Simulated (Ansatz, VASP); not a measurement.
# SrTiO3 in VASP and in Ansatz

```
Sr Ti O
1.0
    -2.74354    2.74354    3.90431
     2.74354   -2.74354    3.90431
     2.74354    2.74354   -3.90431
Sr Ti O
2 2 6
Direct
  0.75000 0.25000 0.50000
  0.25000 0.75000 0.50000
  0.00000 0.00000 0.00000
  0.50000 0.50000 0.00000
  0.25000 0.25000 0.00000
  0.75000 0.75000 0.00000
  0.72535 0.22535 0.95071
  0.22535 0.27465 0.50000
  0.27465 0.77465 0.04929
  0.77465 0.72535 0.50000
```

Alike in both runs: functional PBEsol; k mesh 8 × 8 × 8; occupations gaussian, width 0.02 eV; no spin polarisation.

Ansatz relaxed the structure, and its values are those at the end. VASP's run is a single point on that final structure, the one shown.

|  | VASP | Ansatz |
| --- | --- | --- |
| version | VASP 6.6.1 | Ansatz 0.2.0 |
| potentials or method | VASP PAW PBE potentials, release 64 (Sr_sv, Ti_sv, O), cutoff 520 eV | scalar-relativistic, plane waves, PAW |
| valence electrons in the cell | 80 | 80 |

|  | VASP | Ansatz | Ansatz less VASP |
| --- | --- | --- | --- |
| gap on the k mesh at the Fermi level (eV) | 1.94 | 1.97 | +0.030 |
| least direct gap on the mesh (eV) | 1.95 | 1.98 | +0.031 |
| pressure (GPa) | 0.7 | 0.0 | -0.71 |

VASP's potentials were made for PBE, not for PBEsol.
